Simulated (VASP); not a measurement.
# ZrB (F-43m) in VASP: further runs, part 2 of 2

VASP 6.6.1. The steps go on from the part before.

### 7 Relaxation of cell and atoms, PBE

File INCAR:

```
PREC = Accurate
ENCUT = 600
EDIFF = 1E-6
ISMEAR = 0
SIGMA = 0.1
LREAL = False
LASPH = True
NELM = 100
ALGO = Normal
ISIF = 3
LWAVE = False
LCHARG = False
GGA = PE
IBRION = 2
NSW = 100
EDIFFG = -0.01
```

File KPOINTS:

```
Automatic mesh
0
Gamma
  18 18 18
```

File POSCAR:

```
ZrB
1.0
    0.0000000000      2.6496674998      2.6496674998
    2.6496674998      0.0000000000      2.6496674998
    2.6496674998      2.6496674998      0.0000000000
Zr B
1 1
Direct
    0.2500000000      0.2500000000      0.2500000000
    0.0000000000      0.0000000000      0.0000000000
```

Potentials or basis: VASP PAW PBE potentials, release 64 (Zr_sv, B).

Run with:

```bash
cat potpaw_PBE.64/Zr_sv/POTCAR potpaw_PBE.64/B/POTCAR > POTCAR
mpirun -np 1 vasp_std > vasp.out
```

OUTCAR:

```text
PREC = Accurate
   ENCUT = 600
   EDIFF = 1E-6
   ISMEAR = 0
   LREAL = False
   LASPH = True
   NELM = 100
   ISIF = 3
   GGA = PE
   IBRION = 2
   NSW = 100
   EDIFFG = -0.01

 ion  position               nearest neighbor table
   1  0.250  0.250  0.250-   2 2.29   2 2.29   2 2.29   2 2.29
   2  0.000  0.000  0.000-   1 2.29   1 2.29   1 2.29   1 2.29

  LATTYP: Found a face centered cubic cell.
 ALAT       =     5.2993349996

  Lattice vectors:

 A1 = (   0.0000000000,   2.6496674998,   2.6496674998)
 A2 = (   2.6496674998,   0.0000000000,   2.6496674998)
 A3 = (   2.6496674998,   2.6496674998,   0.0000000000)

Analysis of symmetry for initial positions (statically):
=====================================================================
 Subroutine PRICEL returns:
 Original cell was already a primitive cell.

 Routine SETGRP: Setting up the symmetry group for a
 face centered cubic supercell.

 Subroutine GETGRP returns: Found 24 space group operations
 (whereof 24 operations were pure point group operations)
 out of a pool of 48 trial point group operations.

The static configuration has the point symmetry T_d .

Analysis of symmetry for dynamics (positions and initial velocities):
=====================================================================
 Subroutine PRICEL returns:
 Original cell was already a primitive cell.

 Routine SETGRP: Setting up the symmetry group for a
 face centered cubic supercell.

 Subroutine GETGRP returns: Found 24 space group operations
 (whereof 24 operations were pure point group operations)
 out of a pool of 48 trial point group operations.

The dynamic configuration has the point symmetry T_d .

 Subroutine INISYM returns: Found 24 space group operations
 (whereof 24 operations are pure point group operations),
 and found     1 'primitive' translations

[... 135 lines left out ...]

 number of electron      15.0000000 magnetization

 Free energy of the ion-electron system (eV)
  ---------------------------------------------------
  ext. energy  EPLUGINS =         0.00000000
  ---------------------------------------------------
  free energy    TOTEN  =       -14.22187318 eV

  energy without entropy =      -14.21465375  energy(sigma->0) =      -14.21826346

------------------------ aborting loop because EDIFF is reached ----------------------------------------

  FORCE on cell =-STRESS in cart. coord.  units (eV):
  Direction    XX          YY          ZZ          XY          YZ          ZX
  --------------------------------------------------------------------------------------
  -------------------------------------------------------------------------------------
  Total       -0.1416288     -0.1416288     -0.1416288     -0.0000000      0.0000000      0.0000000
  in kB       -6.0989931     -6.0989931     -6.0989931     -0.0000000      0.0000000      0.0000000
  external PRESSURE =      -6.0989931 kB  Pullay stress =       0.0000000 kB
[... 59 lines left out ...]
--------------------------------------- Ionic step        3  -------------------------------------------

 number of electron      15.0000000 magnetization

 Free energy of the ion-electron system (eV)
  ---------------------------------------------------
  ext. energy  EPLUGINS =         0.00000000
  ---------------------------------------------------
  free energy    TOTEN  =       -14.22231961 eV

  energy without entropy =      -14.21515152  energy(sigma->0) =      -14.21873557

 E-fermi :   5.3566     XC(G=0): -10.2121

 val. band max:        5.3484867227   @ k =   0.5000   0.2778   0.1111
 cond. band min:       5.3649176581   @ k =   0.4444   0.2778   0.0556
 fundamental gap:      0.0164309353
 Fermi energy:         5.3566384333

 k-point     1 :       0.0000    0.0000    0.0000
  band No.  band energies     occupation
      1     -42.6630      2.00000
      2     -20.6234      2.00000
      3     -20.6234      2.00000
      4     -20.6234      2.00000
      5      -1.8820      2.00000
      6       4.0665      2.00000
      7       4.0665      2.00000
      8       4.0665      2.00000
      9       8.1896      0.00000
     10       8.1896      0.00000
     11      11.0132      0.00000
[... 309 lines left out ...]
 k-point    24 :      -0.2222    0.0556    0.0000
  band No.  band energies     occupation
      1     -42.6525      2.00000
      2     -20.7511      2.00000
      3     -20.6510      2.00000
      4     -20.6397      2.00000
      5      -1.0375      2.00000
      6       3.5530      2.00000
      7       4.4262      2.00000
      8       4.4286      2.00000
      9       7.7890      0.00000
     10       8.2075      0.00000
     11      11.6367      0.00000

 [... further k-points ...]

------------------------ aborting loop because EDIFF is reached ----------------------------------------

  FORCE on cell =-STRESS in cart. coord.  units (eV):
  Direction    XX          YY          ZZ          XY          YZ          ZX
  --------------------------------------------------------------------------------------
  -------------------------------------------------------------------------------------
  Total        0.0002756      0.0002756      0.0002756     -0.0000000     -0.0000000      0.0000000
  in kB        0.0119437      0.0119437      0.0119437     -0.0000000     -0.0000000      0.0000000
  external PRESSURE =       0.0119437 kB  Pullay stress =       0.0000000 kB
[... 17 lines left out ...]
  FREE ENERGIE OF THE ION-ELECTRON SYSTEM (eV)
  ---------------------------------------------------
  free  energy   TOTEN  =       -14.2223196106 eV

  energy  without entropy=      -14.2151515245  energy(sigma->0) =      -14.21873557

 reached required accuracy - stopping structural energy minimisation
```

OSZICAR:

```text
N       E                     dE             d eps       ncg     rms          rms(c)
DAV:   1     0.106385135775E+03    0.10639E+03   -0.85624E+03  4298   0.141E+03
DAV:   2    -0.912665268233E+01   -0.11551E+03   -0.11133E+03  4740   0.335E+02
[... 21 lines left out ...]
DAV:   1    -0.142241926439E+02   -0.20543E-02   -0.56698E-02  4323   0.280E+00    0.450E-01
DAV:   2    -0.142224981178E+02    0.16945E-02   -0.57699E-03  4495   0.900E-01    0.122E-01
DAV:   3    -0.142222573422E+02    0.24078E-03   -0.17121E-03  6086   0.341E-01    0.699E-02
DAV:   4    -0.142222920928E+02   -0.34751E-04   -0.71338E-05  5196   0.793E-02    0.310E-02
DAV:   5    -0.142223136080E+02   -0.21515E-04   -0.55867E-05  6739   0.469E-02    0.241E-02
DAV:   6    -0.142223197637E+02   -0.61557E-05   -0.12865E-05  7047   0.281E-02    0.434E-03
DAV:   7    -0.142223196106E+02    0.15310E-06   -0.35782E-07  2301   0.592E-03
   3 F= -.14222320E+02 E0= -.14218736E+02  d E =-.446435E-03
```

It took 3.5 min on 1 thread of Intel Xeon Platinum 8488C (Sapphire Rapids), shared host; peak memory 0.26 GiB.

Results:

| Quantity | Value |
| --- | --- |
| Free energy | -14.2223 eV |
| Relaxed volume | 18.49 Å³/atom |
| Relaxed cell | a = 3.739 Å, b = 3.739 Å, c = 3.739 Å, α = 60.00°, β = 60.00°, γ = 60.00° |
| Space group after relaxing (to 0.1 Å) | F-43m (No. 216) |
| Energy gained by relaxing | 0.2 meV/atom |
| Ionic steps | 3 |
| Pressure after relaxing | 0.0 GPa |
| Band gap on the k mesh | zero (an odd number of electrons rules out a gap without spin polarisation) |

Step by step:
| step | energy change (eV) | largest force (eV/Å) | pressure (GPa) | volume (Å³) |
| --- | --- | --- | --- | --- |
| 1 | 0.0000 | 0.0000 | -0.61 | 37.21 |
| 2 | -0.0003 | 0.0000 | 0.39 | 36.83 |
| 3 | -0.0004 | 0.0000 | 0.00 | 36.97 |

Final structure:
```
Zr B
1.0
     0.00000    2.64415    2.64415
     2.64415    0.00000    2.64415
     2.64415    2.64415    0.00000
Zr B
1 1
Direct
  0.25000 0.25000 0.25000
  0.00000 0.00000 0.00000
```

### 8 Overview

```csv
task,spin,cell,k mesh,cutoff (eV),gap on the mesh (eV),pressure (GPa),relaxed volume (Å³/atom)
single point,off,"a = 3.747 Å, angles 60.0°, 2 atoms",6 × 6 × 6,520,none,-0.3,-
single point,off,"a = 3.835 Å, angles 60.0°, 2 atoms",6 × 6 × 6,520,none,-6.2,-
relaxation of cell and atoms,off,"relaxed from a = 3.835 Å, angles 60.0°, 2 atoms",6 × 6 × 6,600,none,0.0,18.55
single point,collinear,"a = 3.747 Å, angles 60.0°, 2 atoms",6 × 6 × 6,520,none,-0.3,-
single point,off,"a = 3.739 Å, angles 60.0°, 2 atoms",18 × 18 × 18,520,none,0.1,-
relaxation of cell and atoms,off,"relaxed from a = 3.747 Å, angles 60.0°, 2 atoms",18 × 18 × 18,600,none,0.0,18.49
```

Alike in all rows: level PBE; potentials or basis VASP PAW PBE potentials, release 64 (Zr_sv, B); smearing gaussian 0.1 eV.

Caveats: the cell stands under tension (at least some runs).

Total energies depend on the potentials used, so only differences within one code and one set of settings carry meaning.
